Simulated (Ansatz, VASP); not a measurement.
## Two plane-wave programs on Zr2BN3

```
Zr B N
1.0
     3.06530    0.00000    0.00000
     0.00000    3.06530    0.00000
     0.00000    0.00000    6.76370
Zr B N
2 1 3
Direct
  0.00000 0.50000 0.70519
  0.50000 0.00000 0.29481
  0.00000 0.00000 0.00000
  0.50000 0.50000 0.00000
  0.00000 0.50000 0.36187
  0.50000 0.00000 0.63813
```

Change from the starting cell: species swapped into the Zr2CuSb3 type (P-4m2, No. 115).

Alike in both runs: functional PBE; k mesh 12 × 12 × 6; occupations gaussian, width 0.1 eV; no spin polarisation.

Ansatz relaxed the structure, and its values are those at the end. VASP's run is a single point on that final structure, the one shown.

|  | VASP | Ansatz |
| --- | --- | --- |
| version | VASP 6.6.1 | Ansatz 0.2.0 |
| potentials or method | VASP PAW PBE potentials, release 64 (Zr_sv, B, N), cutoff 520 eV | scalar-relativistic, plane waves, PAW |
| valence electrons in the cell | 42 | 42 |

|  | VASP | Ansatz | Ansatz less VASP |
| --- | --- | --- | --- |
| gap on the k mesh at the Fermi level (eV) | none | none | - |
| pressure (GPa) | 0.2 | 0.0 | -0.20 |
| rms of the force components (eV/Å) | 0.003 | 0.001 | -0.0020 |

A gap of «none» marks a metal or a gap that the smearing closes. The functional is the same, so the differences come from potentials, cutoffs and numerics.
